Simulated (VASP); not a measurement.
# TaN (P-62m) in VASP: notebook

TaN is run at these levels: LDA, PBEsol, PBE; tasks: single point.

All numbers are computed with VASP 6.6.1; they aren't measurements. Logs are shortened: lines on timing, memory, paths and dates and some standing lists are left out, and cuts for length are marked.

**1. The cell of the first run**

The structure is hexagonal, space group P-62m (No. 189). Conventional cell: a = 5.150 Å, b = 5.150 Å, c = 2.874 Å, α = 90.00°, β = 90.00°, γ = 120.00°. Ta (site symmetry -6) has 6 N at 2.14 Å and 5 Ta at 2.87 to 2.97 Å within 3.0 Å. Ta (site symmetry -62m) has 3 N at 2.03 Å within 2.7 Å. N (site symmetry m2m) has 5 Ta at 2.03 to 2.14 Å and 6 N at 2.74 to 2.87 Å within 2.9 Å.

**2. Single point, LDA**

INCAR

```
PREC     = Accurate       # precision mode
ENCUT    = 520            # plane-wave cutoff, eV
EDIFF    = 1E-7           # SCF threshold, eV
ISMEAR   = -1             # smearing method
SIGMA    = 0.1            # smearing width, eV
LREAL    = F              # projectors in reciprocal space
LASPH    = T              # aspherical terms in the spheres
NELM     = 80             # most SCF steps
ALGO     = Normal         # electronic algorithm
ISIF     = 2              # what is computed and relaxed
LWAVE    = F              # write WAVECAR
LCHARG   = T              # write CHGCAR
LELF     = T              # ELF
LVHAR    = T            
NBANDS   = 33             # bands
```

KPOINTS

```
Automatic mesh
0
Gamma
  7 7 11
```

POSCAR

```
TaN
1.0
    5.1498353007      0.0000000000      0.0000000000
   -2.5749176503      4.4598881957      0.0000000000
    0.0000000000      0.0000000000      2.8742424783
Ta N
3 3
Direct
    0.3333333333      0.6666666667      0.5000000000
    0.6666666667      0.3333333333      0.5000000000
    0.0000000000      0.0000000000      0.0000000000
    0.3934170078      0.0000000000      0.0000000000
    0.6065829922      0.6065829922      0.0000000000
    0.0000000000      0.3934170078      0.0000000000
```

Potentials or basis: VASP PAW LDA potentials, release 64 (Ta_pv, N).

Launch:

```bash
cat potpaw_LDA.64/Ta_pv/POTCAR potpaw_LDA.64/N/POTCAR > POTCAR
mpirun -np 1 vasp_std > vasp.out
```

OUTCAR:

```text
PREC = Accurate
   ENCUT = 520
   EDIFF = 1E-7
   ISMEAR = -1
   LREAL = F
   LASPH = T
   NELM = 80
   ISIF = 2

 ion  position               nearest neighbor table
   1  0.333  0.667  0.500-   4 2.14   4 2.14   6 2.14   6 2.14   5 2.14   5 2.14   2 2.97   2 2.97
                             2 2.97   3 3.30   3 3.30   3 3.30   3 3.30   3 3.30   3 3.30
   2  0.667  0.333  0.500-   6 2.14   6 2.14   4 2.14   4 2.14   5 2.14   5 2.14   1 2.97   1 2.97
                             1 2.97   3 3.30   3 3.30   3 3.30   3 3.30   3 3.30   3 3.30
   3  0.000  0.000  0.000-   6 2.03   4 2.03   5 2.03   2 3.30   1 3.30   1 3.30   2 3.30   1 3.30
                             1 3.30   2 3.30   2 3.30   2 3.30   2 3.30   1 3.30   1 3.30
   4  0.393  0.000  0.000-   3 2.03   1 2.14   1 2.14   2 2.14   2 2.14
   5  0.607  0.607  0.000-   3 2.03   2 2.14   2 2.14   1 2.14   1 2.14
   6  0.000  0.393  0.000-   3 2.03   2 2.14   2 2.14   1 2.14   1 2.14

  LATTYP: Found a hexagonal cell.
 ALAT       =     5.1498353007
 C/A-ratio  =     0.5581231846

  Lattice vectors:

 A1 = (   5.1498353007,   0.0000000000,   0.0000000000)
 A2 = (  -2.5749176503,   4.4598881957,   0.0000000000)
 A3 = (   0.0000000000,   0.0000000000,   2.8742424783)

Analysis of symmetry for initial positions (statically):
=====================================================================
 Subroutine PRICEL returns:
 Original cell was already a primitive cell.

 Routine SETGRP: Setting up the symmetry group for a
 hexagonal supercell.

 Subroutine GETGRP returns: Found 12 space group operations
 (whereof 12 operations were pure point group operations)
 out of a pool of 24 trial point group operations.

The static configuration has the point symmetry D_3h.

Analysis of symmetry for dynamics (positions and initial velocities):
=====================================================================
 Subroutine PRICEL returns:
 Original cell was already a primitive cell.

 Routine SETGRP: Setting up the symmetry group for a
 hexagonal supercell.

 Subroutine GETGRP returns: Found 12 space group operations
 (whereof 12 operations were pure point group operations)
 out of a pool of 24 trial point group operations.

The dynamic configuration has the point symmetry D_3h.

 Subroutine INISYM returns: Found 12 space group operations
 (whereof 12 operations are pure point group operations),
 and found     1 'primitive' translations

----------------------------------------------------------------------------------------

                                     Primitive cell

  volume of cell :      66.0147

  direct lattice vectors                    reciprocal lattice vectors
     5.149835301  0.000000000  0.000000000     0.194180967  0.112110434  0.000000000
    -2.574917650  4.459888196  0.000000000     0.000000000  0.224220867  0.000000000
     0.000000000  0.000000000  2.874242478     0.000000000  0.000000000  0.347917758

  length of vectors
     5.149835301  5.149835301  2.874242478     0.224220867  0.224220867  0.347917758

  position of ions in fractional coordinates (direct lattice)
     0.333333333  0.666666667  0.500000000
     0.666666667  0.333333333  0.500000000
     0.000000000  0.000000000  0.000000000
     0.393417008  0.000000000  0.000000000
     0.606582992  0.606582992  0.000000000
     1.000000000  0.393417008  0.000000000

  ion indices of the primitive-cell ions
   primitive index   ion index
                 1           1
                 2           2
                 3           3
                 4           4
                 5           5
                 6           6

----------------------------------------------------------------------------------------

 KPOINTS: Automatic mesh

Automatic generation of k-mesh.
 Grid dimensions read from file:
 generate k-points for:    7    7   11

 Generating k-lattice:

  Cartesian coordinates                     Fractional coordinates (reciprocal lattice)
     0.027740138  0.016015776  0.000000000     0.142857143 -0.000000000  0.000000000
     0.000000000  0.032031552  0.000000000     0.000000000  0.142857143  0.000000000
     0.000000000  0.000000000  0.031628887     0.000000000  0.000000000  0.090909091

  Length of vectors
     0.032031552  0.032031552  0.031628887

  Shift w.r.t. Gamma in fractional coordinates (k-lattice)
     0.000000000  0.000000000  0.000000000

 Subroutine IBZKPT returns following result:
 ===========================================

 Found     48 irreducible k-points:

 Following reciprocal coordinates:
            Coordinates               Weight
  0.000000  0.000000  0.000000      1.000000
  0.142857 -0.000000  0.000000      6.000000
  0.285714 -0.000000  0.000000      6.000000
  0.428571 -0.000000  0.000000      6.000000
  0.142857  0.142857  0.000000      6.000000
  0.285714  0.142857  0.000000     12.000000
[... 16 lines left out ...]
  0.428571  0.142857  0.181818     12.000000
  0.285714  0.285714  0.181818     12.000000
 [... further k-points ...]
   k-points           NKPTS =     48   k-points in BZ     NKDIM =     48   number of bands    NBANDS=     33
   number of dos      NEDOS =    301   number of ions     NIONS =      6
   total plane-waves  NPLWV =  38400
   dimension x,y,z NGX =    40 NGY =   40 NGZ =   24
   dimension x,y,z NGXF=    80 NGYF=   80 NGZF=   48
   ions per type =               3   3
   NGX,Y,Z   is equivalent  to a cutoff of  12.91, 12.91, 13.88 a.u.
   NGXF,Y,Z  is equivalent  to a cutoff of  25.83, 25.83, 27.76 a.u.
 SYSTEM =  unknown system
   PREC   = accura    normal or accurate (medium, high low for compatibility)
   ISTART =      0    job   : 0-new  1-cont  2-samecut
   ICHARG =      2    charge: 1-file 2-atom 10-const
   ISPIN  =      1    spin polarized calculation?
   LNONCOLLINEAR =      F non collinear calculations
   LSORBIT =      F    spin-orbit coupling
   LASPH  =      T    aspherical Exc in radial PAW
   ENCUT  =  520.0 eV  38.22 Ry    6.18 a.u.   9.58  9.58  5.34*2*pi/ulx,y,z
   NELM   =     80;   NELMIN=  2; NELMDL= -5     # of ELM steps
   EDIFF  = 0.1E-06   stopping-criterion for ELM
   LREAL  =      F    real-space projection
   EDIFFG = 0.1E-05   stopping-criterion for IOM
   NSW    =      0    number of steps for IOM
   IBRION =     -1    ionic relax: 0-MD 1-quasi-New 2-CG
   NFREE  =      0    steps in history (QN), initial steepest desc. (CG)
   ISIF   =      2    stress and relaxation
   ISYM   =      2    0-nonsym 1-usesym 2-fastsym
   POTIM  = 0.5000    time-step for ionic-motion
   TEBEG  =    0.0;   TEEND  =   0.0 temperature during run
   PSTRESS=    0.0 pullay stress
   NELECT =      48.0000    total number of electrons
   NUPDOWN=      -1.0000    fix difference up-down
   EMIN   =  10.00;   EMAX   =-10.00  energy-range for DOS
   EFERMI =   0.00;   METHOD = LEGACY
   ISMEAR =    -1;   SIGMA  =   0.10  broadening in eV -4-tet -1-fermi 0-gaus
   EFERMI_NEDOS =   21; number of points for ismear=-14 and -15
   IALGO  =     38    algorithm
   IMIX   =      4    mixing-type and parameters
     AMIX     =   0.40;   BMIX     =  1.00
     AMIX_MAG =   1.60;   BMIX_MAG =  1.00
  volume/ion in A,a.u.               =      11.00        74.25
  Fermi-wavevector in a.u.,A,eV,Ry     =   1.472115  2.781894 29.485484  2.167122
  Thomas-Fermi vector in A             =   2.587169
   LORBIT       =      0    0 simple, 1 ext, 2 COOP (PROOUT), +10 PAW based schemes
   GGA     = CA    functional components
   LHFCALC =     F    Hartree Fock is set to
   AEXX    =    0.0000 exact exchange contribution
   IVDW    =     0    specifies the selected vdW correction
   LEPSILON=     F    determine dielectric tensor
   LRPA    =     F    only Hartree local field effects (RPA)
 non-spin polarized calculation
  energy-cutoff  :      520.00
  volume of cell :       66.01
 maximum number of plane-waves:      1810
 NGX is ok and might be reduce to    40
   NGX = 19   NGY = 19   NGZ = 11

 number of electron      47.9999997 magnetization

 Free energy of the ion-electron system (eV)
  ---------------------------------------------------
  ext. energy  EPLUGINS =         0.00000000
  ---------------------------------------------------
  free energy    TOTEN  =       -74.15398162 eV

  energy without entropy =      -74.13326548  energy(sigma->0) =      -74.14362355

 E-fermi :   8.5427     XC(G=0): -13.4042

 val. band max:        8.5378683735   @ k =   0.1429   0.1429   0.4545
 cond. band min:       8.6443002407   @ k =   0.1429   0.1429   0.1818
 fundamental gap:      0.1064318672
 Fermi energy:         8.5426896928

 k-point     1 :       0.0000    0.0000    0.0000
  band No.  band energies     occupation
      1     -27.5083      2.00000
      2     -27.5083      2.00000
      3     -27.1250      2.00000
      4     -27.1250      2.00000
      5     -26.9097      2.00000
      6     -26.7862      2.00000
[... 25 lines left out ...]
     32      11.8068      0.00000
     33      11.8068      0.00000

 k-point     2 :       0.1429   -0.0000    0.0000
  band No.  band energies     occupation
      1     -27.5294      2.00000
      2     -27.5047      2.00000
      3     -27.1017      2.00000
      4     -27.0965      2.00000
      5     -26.9039      2.00000
      6     -26.7914      2.00000
[... 25 lines left out ...]
     32      11.7304      0.00000
     33      11.9676      0.00000
[... 754 lines left out ...]
     32      12.2426      0.00000
     33      13.1998      0.00000

 k-point    24 :       0.2857    0.2857    0.1818
  band No.  band energies     occupation
      1     -27.5130      2.00000
      2     -27.3355      2.00000
      3     -27.2385      2.00000
      4     -27.1373      2.00000
      5     -27.1211      2.00000
      6     -26.9387      2.00000
[... 25 lines left out ...]
     32      12.0789      0.00000
     33      13.2405      0.00000

 [... further k-points ...]

------------------------ aborting loop because EDIFF is reached ----------------------------------------

  FORCE on cell =-STRESS in cart. coord.  units (eV):
  Direction    XX          YY          ZZ          XY          YZ          ZX
  --------------------------------------------------------------------------------------
  -------------------------------------------------------------------------------------
  Total        0.8013264      0.8013264      0.8029592      0.0000000      0.0000000      0.0000000
  in kB       19.4481946     19.4481946     19.4878236      0.0000000      0.0000000      0.0000000
  external PRESSURE =      19.4614043 kB  Pullay stress =       0.0000000 kB

 VOLUME and BASIS-vectors are now :
 -----------------------------------------------------------------------------
  energy-cutoff  :      520.00
  volume of cell :       66.01
      direct lattice vectors                 reciprocal lattice vectors
     5.149835301  0.000000000  0.000000000     0.194180967  0.112110434  0.000000000
    -2.574917650  4.459888196  0.000000000     0.000000000  0.224220867  0.000000000
     0.000000000  0.000000000  2.874242478     0.000000000  0.000000000  0.347917758

 POSITION                                       TOTAL-FORCE (eV/Angst)
 -----------------------------------------------------------------------------------
     -0.00000      2.97326      1.43712         0.000000     -0.000000      0.000000
      2.57492      1.48663      1.43712         0.000000     -0.000000      0.000000
      0.00000      0.00000      0.00000         0.000000     -0.000000      0.000000
      2.02603      0.00000      0.00000         0.013678     -0.000000     -0.000000
      1.56190      2.70529      0.00000        -0.006839     -0.011845     -0.000000
     -1.01302      1.75460      0.00000        -0.006839      0.011845      0.000000
 -----------------------------------------------------------------------------------
    total drift:                               -0.000001     -0.000003      0.000000

  FREE ENERGIE OF THE ION-ELECTRON SYSTEM (eV)
  ---------------------------------------------------
  free  energy   TOTEN  =       -74.1539816249 eV

  energy  without entropy=      -74.1332654828  energy(sigma->0) =      -74.14362355
```

It took 64 s on 1 thread of Intel Xeon 6975P-C (Granite Rapids), shared host; peak memory 0.21 GiB.

What came out:

```
Free energy            : -74.1540 eV
Pressure               : 1.9 GPa
Largest force          : 0.014 eV/Å
Band gap on the k mesh : zero (bands 24 and 25 overlap by 3.29 eV)
```

Forces in eV/Å, atoms in the order of the input:
```
Ta   0.000  0.000  0.000
Ta   0.000  0.000  0.000
Ta   0.000  0.000  0.000
N    0.014  0.000  0.000
N   -0.007 -0.012  0.000
N   -0.007  0.012  0.000
```

Caveat: spin-orbit coupling is left out, which moves the levels of the heavy elements.

(Part 1 of 2 ends here.)
